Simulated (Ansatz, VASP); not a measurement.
**One calculation of O, two programs**

```
CELL_PARAMETERS angstrom
1.42808 0.82450 3.41962
-1.42808 0.82450 3.41962
0.00000 -1.64900 3.41962
ATOMIC_POSITIONS crystal
O 0.05770 0.05770 0.05770
O 0.94230 0.94230 0.94230
```

Change from the starting cell: volume scaled by 1.01.

Alike in both runs: task single point; functional PBEsol; k mesh 10 × 10 × 10; occupations fermi-dirac, width 0.02 eV; no spin polarisation.

```csv
,VASP,Ansatz
version,VASP 6.6.1,Ansatz 0.2.0
potentials or method,"VASP PAW PBE potentials, release 64 (O), cutoff 520 eV","all-electron LAPW, scalar-relativistic"
```

Ansatz gave:

```
pressure (GPa)                                                : 0.8
traceless stress, the component that is largest in VASP (GPa) : 18.72
rms of the force components (eV/Å)                            : 1.098
```

Task: Estimate VASP's values.

Result: Pressure (GPa): 4.7; traceless stress, the component that is largest in VASP (GPa): 27.18; rms of the force components (eV/Å): 2.046.

VASP's potentials were made for PBE, not for PBEsol. Atom by atom the forces differ by 0.947 eV/Å (rms over components). Ansatz ran all-electron here, and VASP with PAW potentials.

Noted on VASP's run: the standard files for N, O and F lose accuracy on very short bonds; spin is off for a triplet molecule.
